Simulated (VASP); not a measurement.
Crystal: BAs.

```xyz
2
Lattice="0.0000 2.3397 2.3397 2.3397 0.0000 2.3397 2.3397 2.3397 0.0000" Properties=species:S:1:pos:R:3 pbc="T T T"
As    3.5096    3.5096    3.5096
B     0.0000    0.0000    0.0000
```

Base run:

- Program: VASP 6.6.1
- Functional: r2SCAN
- Dispersion: rVV10
- Potentials or basis: VASP PAW PBE potentials, release 64 (As, B)
- Cutoff: 520 eV
- k mesh: 10 × 10 × 10
- Occupations: fermi-dirac, width 0.05 eV
- Spin: no spin polarisation

Its results: band gap on the k mesh 1.27 eV, indirect (least direct gap 3.51 eV); pressure 10.4 GPa.

Task: The run is repeated on the same cell with these changes: functional from r2SCAN to PBE; dispersion from rVV10 to none. What comes out?

Result: Band gap on the k mesh 1.11 eV, indirect (least direct gap 3.36 eV); pressure 13.6 GPa.

Several settings changed at once, so the effect can't be laid on one alone.

Caveats: the PAW data sets were made with another functional, which shifts forces and pressure a little (some runs).

A k mesh can miss the band edges.
